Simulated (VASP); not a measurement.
**CO2: single point with PBEsol**

CO2:

```
C O
1.0
     3.51610    0.00000    0.00000
     0.00000    3.51610    0.00000
     0.00000    0.00000    4.10430
C O
2 4
Direct
  0.04000 0.00000 0.00000
  0.50000 0.50000 0.50000
  0.23000 0.23000 0.00000
  0.27000 0.73000 0.50000
  0.77000 0.77000 0.00000
  0.73000 0.27000 0.50000
```

| Quantity | Value |
| --- | --- |
| Program | VASP 6.6.1 |
| Task | single point |
| Functional | PBEsol |
| Potentials or basis | VASP PAW PBE potentials, release 64 (C, O) |
| Cutoff | 520 eV |
| k mesh | 4 × 4 × 4 |
| Occupations | gaussian, width 0.01 eV |
| Spin | no spin polarisation |

```
Pressure               : 40.3 GPa
Largest force          : 22.403 eV/Å
Band gap on the k mesh : 5.56 eV, indirect (least direct gap 6.10 eV)
```

Forces in eV/Å, atoms in the order of the input:
```
C   -15.849 -15.835   0.000
C     0.611  -0.003   0.000
O    11.356  12.828   0.000
O    -1.971   1.866   0.000
O     4.228   2.904   0.000
O     1.625  -1.760   0.000
```

Stress tensor (GPa, compression positive):
```
42.88  9.08  0.00
 9.08 57.18  0.00
 0.00  0.00 20.94
```

Levels at points of the mesh, in eV from the valence-band top:
| k point | band 14 | band 15 | band 16 | band 17 | band 18 | band 19 |
| --- | --- | --- | --- | --- | --- | --- |
| (0.00, 0.00, 0.00) | -1.75 | -1.73 | -1.23 | 5.57 | 5.60 | 6.20 |
| (0.50, 0.00, 0.00) | -1.94 | -1.57 | -0.89 | 7.04 | 7.10 | 7.31 |
| (0.00, 0.50, 0.00) | -1.87 | -1.57 | -0.92 | 6.72 | 7.31 | 7.33 |
| (0.50, 0.50, 0.00) | -1.99 | -0.28 | -0.12 | 7.58 | 7.69 | 7.74 |
| (0.00, 0.00, 0.50) | -2.61 | -1.48 | -1.31 | 6.12 | 6.71 | 7.22 |
| (0.50, 0.00, 0.50) | -2.62 | -0.99 | -0.98 | 6.82 | 7.00 | 8.05 |
| (0.00, 0.50, 0.50) | -2.65 | -0.99 | -0.96 | 6.70 | 6.96 | 7.84 |
| (0.50, 0.50, 0.50) | -1.11 | -0.28 | 0.00 | 6.10 | 6.30 | 8.00 |

Run time: 30 s on 1 thread of Intel Xeon 6975P-C (shared host), peak memory 0.17 GiB.

Caveat: the k points lie up to 0.45 Å⁻¹ apart; the PAW data sets were made with another functional, which shifts forces and pressure a little. A k mesh can miss the band edges.
